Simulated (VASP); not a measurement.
# AlN in VASP: notebook, part 2 of 2

VASP 6.6.1.

### 3 Single point, PBE

INCAR reads:

```
PREC = Accurate
ENCUT = 700
EDIFF = 1E-6
ISMEAR = -1
SIGMA = 0.01
LREAL = Auto
LASPH = True
NELM = 120
ALGO = Normal
ISIF = 2
LWAVE = False
LCHARG = True
GGA = PE
LELF = True
LVHAR = True
NBANDS = 86
GGA_COMPAT = False
ISYM = -1
```

KPOINTS reads:

```
explicit points
1
Reciprocal
  0.25000000   0.25000000   0.25000000 1
```

POSCAR reads:

```
AlN
1.0
    6.2595139326      0.0000000578      0.0000000000
   -3.1297570163      5.4208980521      0.0000000000
    0.0000000000      0.0000000000     10.0348065068
Al N
16 16
Direct
    0.3335521365      0.1664662768      0.2500111521
    0.1664662768      0.3335521365      0.5000111521
    0.3335521365      0.1664662768      0.7500111521
    0.1664662768      0.3335521365      1.0000111521
    0.3335521365      0.6664662768      0.2500111521
    0.1664662768      0.8335521365      0.5000111521
    0.3335521365      0.6664662768      0.7500111521
    0.1664662768      0.8335521365      1.0000111521
    0.8335521365      0.1664662768      0.2500111521
    0.6664662768      0.3335521365      0.5000111521
    0.8335521365      0.1664662768      0.7500111521
    0.6664662768      0.3335521365      1.0000111521
    0.8335521365      0.6664662768      0.2500111521
    0.6664662768      0.8335521365      0.5000111521
    0.8335521365      0.6664662768      0.7500111521
    0.6664662768      0.8335521365      1.0000111521
    0.3319668409      0.1680147458      0.4399888479
    0.1680147458      0.3319668409      0.1899888479
    0.3319668409      0.1680147458      0.9399888479
    0.1680147458      0.3319668409      0.6899888479
    0.3319668409      0.6680147458      0.4399888479
    0.1680147458      0.8319668409      0.1899888479
    0.3319668409      0.6680147458      0.9399888479
    0.1680147458      0.8319668409      0.6899888479
    0.8319668409      0.1680147458      0.4399888479
    0.6680147458      0.3319668409      0.1899888479
    0.8319668409      0.1680147458      0.9399888479
    0.6680147458      0.3319668409      0.6899888479
    0.8319668409      0.6680147458      0.4399888479
    0.6680147458      0.8319668409      0.1899888479
    0.8319668409      0.6680147458      0.9399888479
    0.6680147458      0.8319668409      0.6899888479
```

Potentials or basis: VASP PAW PBE potentials, release 64 (Al, N).

Run with:

```console
$ cat potpaw_PBE.64/Al/POTCAR potpaw_PBE.64/N/POTCAR > POTCAR
$ mpirun -np 1 vasp_std > vasp.out
```

OUTCAR:

```text
PREC = Accurate
   ENCUT = 700
   EDIFF = 1E-6
   ISMEAR = -1
   LREAL = Auto
   LASPH = True
   NELM = 120
   ISIF = 2
   GGA = PE
   ISYM = -1

 ion  position               nearest neighbor table
   1  0.334  0.166  0.250-  18 1.89  17 1.91  26 1.91  22 1.91   6 3.09   8 3.09  10 3.09  12 3.09
                             2 3.09   4 3.09   5 3.13   5 3.13   9 3.13   9 3.13  13 3.13  13 3.13
   2  0.166  0.334  0.500-  17 1.89  20 1.91  21 1.91  25 1.91   5 3.09   7 3.09   9 3.09  11 3.09
                             1 3.09   3 3.09   6 3.13   6 3.13  10 3.13  10 3.13  14 3.13  14 3.13
   3  0.334  0.166  0.750-  20 1.89  19 1.91  28 1.91  24 1.91   6 3.09   8 3.09  10 3.09  12 3.09
                             2 3.09   4 3.09   7 3.13   7 3.13  11 3.13  11 3.13  15 3.13  15 3.13
   4  0.166  0.334  0.000-  19 1.89  18 1.91  23 1.91  27 1.91   5 3.09   7 3.09   9 3.09  11 3.09
                             1 3.09   3 3.09   8 3.13   8 3.13  12 3.13  12 3.13  16 3.13  16 3.13
   5  0.334  0.666  0.250-  22 1.89  21 1.91  30 1.91  18 1.91   2 3.09   4 3.09  14 3.09  16 3.09
                             6 3.09   8 3.09   1 3.13   1 3.13  13 3.13  13 3.13   9 3.13   9 3.13
   6  0.166  0.834  0.500-  21 1.89  24 1.91  17 1.91  29 1.91   1 3.09   3 3.09  13 3.09  15 3.09
                             5 3.09   7 3.09   2 3.13   2 3.13  14 3.13  14 3.13  10 3.13  10 3.13
   7  0.334  0.666  0.750-  24 1.89  23 1.91  32 1.91  20 1.91   2 3.09   4 3.09  14 3.09  16 3.09
                             6 3.09   8 3.09   3 3.13   3 3.13  15 3.13  15 3.13  11 3.13  11 3.13
   8  0.166  0.834  0.000-  23 1.89  22 1.91  19 1.91  31 1.91   1 3.09   3 3.09  13 3.09  15 3.09
                             5 3.09   7 3.09   4 3.13   4 3.13  16 3.13  16 3.13  12 3.13  12 3.13
   9  0.834  0.166  0.250-  26 1.89  25 1.91  18 1.91  30 1.91  14 3.09  16 3.09   2 3.09   4 3.09
[... 17 lines left out ...]
  19  0.332  0.168  0.940-   4 1.89   3 1.91   8 1.91  12 1.91
  20  0.168  0.332  0.690-   3 1.89   2 1.91  11 1.91   7 1.91
  21  0.332  0.668  0.440-   6 1.89   5 1.91   2 1.91  14 1.91
  22  0.168  0.832  0.190-   5 1.89   8 1.91  13 1.91   1 1.91
[... 8 lines left out ...]
  31  0.832  0.668  0.940-  16 1.89  15 1.91  12 1.91   8 1.91
  32  0.668  0.832  0.690-  15 1.89  14 1.91   7 1.91  11 1.91

IMPORTANT INFORMATION: All symmetrisations will be switched off!
NOSYMM: (Re-)initialisation of all symmetry stuff for point group C_1.

----------------------------------------------------------------------------------------

                                     Primitive cell

  volume of cell :     340.5029

  direct lattice vectors                    reciprocal lattice vectors
     6.259513933  0.000000058  0.000000000     0.159756813  0.092235641  0.000000000
    -3.129757016  5.420898052  0.000000000    -0.000000002  0.184471279  0.000000000
     0.000000000  0.000000000 10.034806507     0.000000000  0.000000000  0.099653142

  length of vectors
     6.259513933  6.259513933 10.034806507     0.184471279  0.184471279  0.099653142

  position of ions in fractional coordinates (direct lattice)
     0.333552137  0.166466277  0.250011152
     0.166466277  0.333552137  0.500011152
     0.333552137  0.166466277  0.750011152
     0.166466277  0.333552137  0.000011152
     0.333552137  0.666466277  0.250011152
     0.166466277  0.833552137  0.500011152
[... 24 lines left out ...]
     0.831966841  0.668014746  0.939988848
     0.668014746  0.831966841  0.689988848

  ion indices of the primitive-cell ions
   primitive index   ion index
                 1           1
                 2           2
                 3           3
                 4           4
                 5           5
                 6           6
[... 24 lines left out ...]
                31          31
                32          32

----------------------------------------------------------------------------------------

 KPOINTS: explicit points

Read explicit list of k-points.

 Found      1 k-points:

[... 30 lines left out ...]
   TEBEG  =    0.0;   TEEND  =   0.0 temperature during run
   PSTRESS=    0.0 pullay stress
   NELECT =     128.0000    total number of electrons
   NUPDOWN=      -1.0000    fix difference up-down
   EMIN   =  10.00;   EMAX   =-10.00  energy-range for DOS
   EFERMI =   0.00;   METHOD = LEGACY
   ISMEAR =    -1;   SIGMA  =   0.01  broadening in eV -4-tet -1-fermi 0-gaus
   EFERMI_NEDOS =   21; number of points for ismear=-14 and -15
   IALGO  =     38    algorithm
   IMIX   =      4    mixing-type and parameters
     AMIX     =   0.40;   BMIX     =  1.00
     AMIX_MAG =   1.60;   BMIX_MAG =  1.00
  volume/ion in A,a.u.               =      10.64        71.81
  Fermi-wavevector in a.u.,A,eV,Ry     =   1.181511  2.232733 18.993310  1.395969
  Thomas-Fermi vector in A             =   2.317783
   LORBIT       =      0    0 simple, 1 ext, 2 COOP (PROOUT), +10 PAW based schemes
   GGA     = PE    functional components
   LHFCALC =     F    Hartree Fock is set to
   AEXX    =    0.0000 exact exchange contribution
   IVDW    =     0    specifies the selected vdW correction
   LEPSILON=     F    determine dielectric tensor
   LRPA    =     F    only Hartree local field effects (RPA)
 non-spin polarized calculation
  energy-cutoff  :      700.00
  volume of cell :      340.50
 maximum number of plane-waves:     14310
 NGX is ok and might be reduce to    54

 number of electron     128.0000000 magnetization

 Free energy of the ion-electron system (eV)
  ---------------------------------------------------
  ext. energy  EPLUGINS =         0.00000000
  ---------------------------------------------------
  free energy    TOTEN  =      -241.43456827 eV

  energy without entropy =     -241.43456827  energy(sigma->0) =     -241.43456827

 E-fermi :   5.8121     XC(G=0): -10.8439

 val. band max:        5.5594890656   @ k =   0.2500   0.2500   0.2500
 cond. band min:      11.3475297260   @ k =   0.2500   0.2500   0.2500
 fundamental gap:      5.7880406603
 Fermi energy:         5.8121312498

 k-point     1 :       0.2500    0.2500    0.2500
  band No.  band energies     occupation
      1      -8.5443      2.00000
      2      -8.1390      2.00000
      3      -7.9127      2.00000
      4      -7.9127      2.00000
      5      -7.5772      2.00000
      6      -7.5772      2.00000
[... 68 lines left out ...]
     75      12.9946      0.00000
     76      12.9946      0.00000
 [bands above 76 left out]

------------------------ aborting loop because EDIFF is reached ----------------------------------------

  FORCE on cell =-STRESS in cart. coord.  units (eV):
  Direction    XX          YY          ZZ          XY          YZ          ZX
  --------------------------------------------------------------------------------------
  -------------------------------------------------------------------------------------
  Total        0.1378512    -10.0093234      4.9284181     -8.7847398      0.2620374      0.1589299
  in kB        0.6486351    -47.0971305     23.1898145    -41.3350655      1.2329712      0.7478168
  external PRESSURE =      -7.7528936 kB  Pullay stress =       0.0000000 kB

 VOLUME and BASIS-vectors are now :
 -----------------------------------------------------------------------------
  energy-cutoff  :      700.00
  volume of cell :      340.50
      direct lattice vectors                 reciprocal lattice vectors
     6.259513933  0.000000058  0.000000000     0.159756813  0.092235641  0.000000000
    -3.129757016  5.420898052  0.000000000    -0.000000002  0.184471279  0.000000000
     0.000000000  0.000000000 10.034806507     0.000000000  0.000000000  0.099653142

 POSITION                                       TOTAL-FORCE (eV/Angst)
 -----------------------------------------------------------------------------------
      1.56688      0.90240      2.50881        -0.001583      0.001270      0.008434
     -0.00194      1.80815      5.01752         0.003162     -0.002218      0.007636
      1.56688      0.90240      7.52622        -0.001623      0.001222      0.008419
     -0.00194      1.80815      0.00011         0.003149     -0.002229      0.007578
      0.00200      3.61285      2.50881        -0.001579      0.001264      0.008379
     -1.56682      4.51860      5.01752         0.003102     -0.002172      0.007648
[... 24 lines left out ...]
      3.11698      3.62124      9.43261         0.002702     -0.001543     -0.006952
      1.57759      4.51001      6.92390        -0.004253      0.002475     -0.009049
 -----------------------------------------------------------------------------------
    total drift:                                0.011192     -0.010353      0.014517

  FREE ENERGIE OF THE ION-ELECTRON SYSTEM (eV)
  ---------------------------------------------------
  free  energy   TOTEN  =      -241.4345682688 eV

  energy  without entropy=     -241.4345682688  energy(sigma->0) =     -241.43456827
```

Run time: 2.5 min. Hardware: 1 thread of Intel Xeon 8259CL, shared host; peak memory 0.5 GiB.

Results:

- Free energy: -241.4346 eV
- Pressure: -0.8 GPa
- Largest force: 0.010 eV/Å
- Band gap on the k mesh: 5.79 eV

Forces in eV/Å, atoms in the order of the input:
```
Al  -0.002  0.001  0.008
Al   0.003 -0.002  0.008
Al  -0.002  0.001  0.008
Al   0.003 -0.002  0.008
Al  -0.002  0.001  0.008
Al   0.003 -0.002  0.008
Al  -0.002  0.001  0.008
Al   0.003 -0.002  0.008
Al  -0.002  0.001  0.008
Al   0.003 -0.002  0.008
Al  -0.002  0.001  0.008
Al   0.003 -0.002  0.008
Al  -0.002  0.001  0.008
Al   0.003 -0.002  0.008
Al  -0.002  0.001  0.008
Al   0.003 -0.002  0.008
N    0.003 -0.002 -0.007
N   -0.004  0.002 -0.009
N    0.003 -0.002 -0.007
N   -0.004  0.002 -0.009
N    0.003 -0.002 -0.007
N   -0.004  0.002 -0.009
N    0.003 -0.002 -0.007
N   -0.004  0.002 -0.009
N    0.003 -0.002 -0.007
N   -0.004  0.002 -0.009
N    0.003 -0.002 -0.007
N   -0.004  0.002 -0.009
N    0.003 -0.002 -0.007
N   -0.004  0.002 -0.009
N    0.003 -0.002 -0.007
N   -0.004  0.002 -0.009
```

Stress tensor (GPa, compression positive):
```
 0.06 -4.13  0.07
-4.13 -4.71  0.12
 0.07  0.12  2.32
```

Caveat: the stress differs along the axes, from -5 to 2 GPa; a shifted mesh leaves out Γ, where band edges can lie.

### 4 Single point, PBE

INCAR reads:

```
SYSTEM = AlN
PREC = Accurate
ENCUT = 700
EDIFF = 1E-6
ISMEAR = -1
SIGMA = 0.01
LREAL = Auto
LASPH = .True.
NELM = 120
ALGO = Normal
ISIF = 2
LWAVE = .False.
LCHARG = .True.
GGA = PE
LELF = .True.
LVHAR = .True.
NBANDS = 86
GGA_COMPAT = .False.
ISYM = -1
```

KPOINTS is that of step 3.

POSCAR reads:

```
AlN
1.0
    6.2595139326      0.0000000578      0.0000000000
   -3.1297570163      5.4208980521      0.0000000000
    0.0000000000      0.0000000000     10.0348065068
Al N
16 16
Direct
    0.3327335998      0.1651975520      0.2499362135
    0.1656697391      0.3322942523      0.4999373173
    0.3327516879      0.1652094689      0.7499089902
    0.1656946140      0.3322993225      0.9999252548
    0.3327711169      0.6652624642      0.2499403365
    0.1656914374      0.8322978478      0.4999338578
    0.3327705113      0.6652185526      0.7499433765
    0.1656665138      0.8322364765      0.9999496148
    0.8327590348      0.1652425200      0.2499353150
    0.6656630055      0.3322794356      0.4999239991
    0.8327615559      0.1652331912      0.7499249383
    0.6657308369      0.3323174075      0.9999262105
    0.8327789368      0.6652592584      0.2499427161
    0.6656983446      0.8323373123      0.4999501826
    0.8327602390      0.6652416600      0.7499260108
    0.6657174778      0.8323026076      0.9999565295
    0.3311640223      0.1667450886      0.4398451253
    0.1672271132      0.3307249285      0.1898290798
    0.3312093103      0.1667529613      0.9398289298
    0.1671959018      0.3307253530      0.6898266651
    0.3311876555      0.6667618850      0.4398482388
    0.1671885786      0.8306998327      0.1898548879
    0.3312003611      0.6667122247      0.9398470223
    0.1672095824      0.8307523337      0.6898351648
    0.8311872827      0.1667751639      0.4398428246
    0.6672148536      0.3307205314      0.1898279462
    0.8312080371      0.1667573391      0.9398274869
    0.6671725728      0.3307257977      0.6898154483
    0.8311884968      0.6667528977      0.4398642203
    0.6672347799      0.8307641447      0.1898656407
    0.8312031447      0.6667418983      0.9398459645
    0.6672160894      0.8307684880      0.6898346175
```

Run with:

```console
$ cat potpaw_PBE.64/Al/POTCAR potpaw_PBE.64/N/POTCAR > POTCAR
$ mpirun -np 1 vasp_std > vasp.out
```

Run time: 3.4 min. Hardware: 1 thread of Intel Xeon 8259CL, shared host; peak memory 0.5 GiB.

Results (log left out):

- Free energy: -241.4344 eV
- Pressure: -0.8 GPa
- Largest force: 0.010 eV/Å
- Band gap on the k mesh: 5.79 eV

Forces in eV/Å, atoms in the order of the input:
```
Al   0.002  0.002 -0.002
Al   0.001  0.004 -0.003
Al  -0.002  0.001  0.004
Al   0.004 -0.001  0.000
Al   0.003 -0.006  0.000
Al  -0.001  0.002  0.000
Al  -0.003  0.000 -0.003
Al   0.002  0.009 -0.004
Al   0.002  0.001  0.000
Al   0.000  0.005 -0.001
Al  -0.002  0.001  0.000
Al  -0.004 -0.001 -0.001
Al  -0.002 -0.006  0.002
Al   0.002 -0.001 -0.004
Al   0.000 -0.002 -0.001
Al  -0.001  0.003 -0.003
N    0.002 -0.002  0.000
N   -0.004  0.002  0.003
N    0.002 -0.005  0.003
N   -0.001  0.002  0.002
N    0.003 -0.002  0.001
N   -0.001  0.002 -0.002
N    0.001  0.003  0.002
N    0.001 -0.004  0.001
N    0.002 -0.003  0.000
N   -0.004  0.003  0.003
N    0.001 -0.003  0.003
N    0.002  0.002  0.004
N    0.000 -0.001 -0.002
N   -0.002 -0.001 -0.003
N    0.000  0.000  0.000
N   -0.001 -0.002  0.003
```

Stress tensor (GPa, compression positive):
```
 0.04 -4.13  0.07
-4.13 -4.72  0.12
 0.07  0.12  2.39
```

Levels at points of the mesh, in eV from the valence-band top:
| k point | band 60 | band 61 | band 62 | band 63 | band 64 | band 65 | band 66 | band 67 | band 68 | band 69 |
| --- | --- | --- | --- | --- | --- | --- | --- | --- | --- | --- |
| (0.25, 0.25, 0.25) | -0.44 | -0.37 | -0.37 | -0.26 | 0.00 | 5.79 | 6.36 | 6.49 | 6.49 | 6.72 |

Caveat: the stress differs along the axes, from -5 to 2 GPa; a shifted mesh leaves out Γ, where band edges can lie. A k mesh can miss the band edges.

### 5 Single point, HSE06

This run uses another cell than the first one: it holds 16 atoms, not 32.

POSCAR reads:

```
AlN
1.0
    6.2595139307      0.0000000618      0.0000000000
   -3.1297570188      5.4208980485      0.0000000000
    0.0000000000      0.0000000000      5.0174032550
Al N
8 8
Direct
    0.3335524029      0.1664661886      0.5000247798
    0.3335524029      0.6664661886      0.5000247798
    0.8335524029      0.1664661886      0.5000247798
    0.8335524029      0.6664661886      0.5000247798
    0.1664661886      0.3335524029      0.0000247798
    0.1664661886      0.8335524029      0.0000247798
    0.6664661886      0.3335524029      0.0000247798
    0.6664661886      0.8335524029      0.0000247798
    0.3319615436      0.1680198649      0.8799752202
    0.1680198649      0.3319615436      0.3799752202
    0.3319615436      0.6680198649      0.8799752202
    0.1680198649      0.8319615436      0.3799752202
    0.8319615436      0.1680198649      0.8799752202
    0.6680198649      0.3319615436      0.3799752202
    0.8319615436      0.6680198649      0.8799752202
    0.6680198649      0.8319615436      0.3799752202
```

INCAR.step1 reads:

```
PREC = Accurate
ENCUT = 520
EDIFF = 1E-5
ISMEAR = -1
SIGMA = 0.01
LREAL = Auto
LASPH = T
NELM = 120
ALGO = Normal
ISIF = 2
LWAVE = T
LCHARG = F
GGA = PE
NBANDS = 46
GGA_COMPAT = F
ISYM = -1
```

INCAR.step2 reads:

```
PREC = Accurate
ENCUT = 520
EDIFF = 1E-6
ISMEAR = -1
SIGMA = 0.01
LREAL = Auto
LASPH = T
NELM = 120
ALGO = Normal
ISIF = 2
LWAVE = F
LCHARG = F
GGA = PE
LHFCALC = T
HFSCREEN = 0.2079
PRECFOCK = Fast
ISTART = 1
NBANDS = 46
GGA_COMPAT = F
ISYM = -1
```

KPOINTS reads:

```
explicit points
2
Reciprocal
  0.25000000   0.25000000   0.12500000 1
  0.25000000   0.25000000   0.62500000 1
```

Run with:

```console
$ cat potpaw_PBE.64/Al/POTCAR potpaw_PBE.64/N/POTCAR > POTCAR
$ cp INCAR.step1 INCAR
$ mpirun -np 1 vasp_std > vasp.out
$ cp INCAR.step2 INCAR
$ mpirun -np 1 vasp_std > vasp.out
```

Run time: 3.7 min. Hardware: 1 thread of Intel Xeon 8259CL, shared host; peak memory 0.36 GiB.

Results (log left out):

```
Free energy            : -141.8918 eV
Pressure               : -6.2 GPa
Largest force          : 0.027 eV/Å
Band gap on the k mesh : 7.19 eV
```

Forces on the atoms (eV/Å):
```
Al  -0.005  0.003  0.027
Al  -0.005  0.003  0.027
Al  -0.005  0.003  0.027
Al  -0.005  0.003  0.027
Al   0.005 -0.003  0.027
Al   0.005 -0.003  0.027
Al   0.005 -0.003  0.027
Al   0.005 -0.003  0.027
N   -0.001  0.001 -0.027
N    0.001 -0.001 -0.027
N   -0.001  0.001 -0.027
N    0.001 -0.001 -0.027
N   -0.001  0.001 -0.027
N    0.001 -0.001 -0.027
N   -0.001  0.001 -0.027
N    0.001 -0.001 -0.027
```

Stress tensor (GPa, compression positive):
```
 -5.56  -4.18   0.06
 -4.18 -10.40   0.11
  0.06   0.11  -2.67
```

Levels at points of the mesh, in eV from the valence-band top:
```
           k point  band 28  band 29  band 30  band 31  band 32  band 33  band 34  band 35  band 36  band 37
(0.25, 0.25, 0.12)    -0.76    -0.41    -0.41    -0.36     0.00     7.19     7.92     8.31     8.31     8.99
```

Caveat: the stress differs along the axes, from -10 to -3 GPa; the PAW data sets were made with another functional, which shifts forces and pressure a little; a shifted mesh leaves out Γ, where band edges can lie.

### 6 The runs side by side

| level | cell | k mesh | cutoff (eV) | grid for exact exchange (PRECFOCK) | share of exact exchange | screening parameter | gap on the mesh (eV) | pressure (GPa) | largest force (eV/Å) |
| --- | --- | --- | --- | --- | --- | --- | --- | --- | --- |
| PBE | a = 6.260, b = 6.260, c = 10.035 Å, angles 90.0, 90.0, 120.0°, 32 atoms, atomic positions A | 1 × 1 × 1, shifted | 700 | - | - | - | 5.76 | -0.8 | 0.23 |
| PBE | a = 6.260, b = 6.260, c = 10.035 Å, angles 90.0, 90.0, 120.0°, 32 atoms, atomic positions B | 1 × 1 × 1, shifted | 700 | - | - | - | 5.79 | -0.8 | 0.01 |
| PBE | a = 6.260, b = 6.260, c = 10.035 Å, angles 90.0, 90.0, 120.0°, 32 atoms, atomic positions C | 1 × 1 × 1, shifted | 700 | - | - | - | 5.79 | -0.8 | 0.01 |
| HSE06 | a = 6.260, b = 6.260, c = 5.017 Å, angles 90.0, 90.0, 120.0°, 16 atoms, atomic positions D | 1 × 1 × 2, shifted | 520 | Fast | 0.25 | 0.2079 1/Å | 7.19 | -6.2 | 0.03 |

Alike in all rows: task single point; potentials or basis VASP PAW PBE potentials, release 64 (Al, N); no spin polarisation; smearing fermi-dirac 0.01 eV.

Caveats: a shifted mesh leaves out Γ, where band edges can lie; the stress differs along the axes, from -5 to 2 GPa (at least some runs); the stress differs along the axes, from -4 to 2 GPa (at least some runs); the stress differs along the axes, from -10 to -3 GPa (at least some runs); the PAW data sets were made with another functional, which shifts forces and pressure a little (at least some runs).

Total energies depend on the potentials used, so only differences within one code and one set of settings carry meaning.
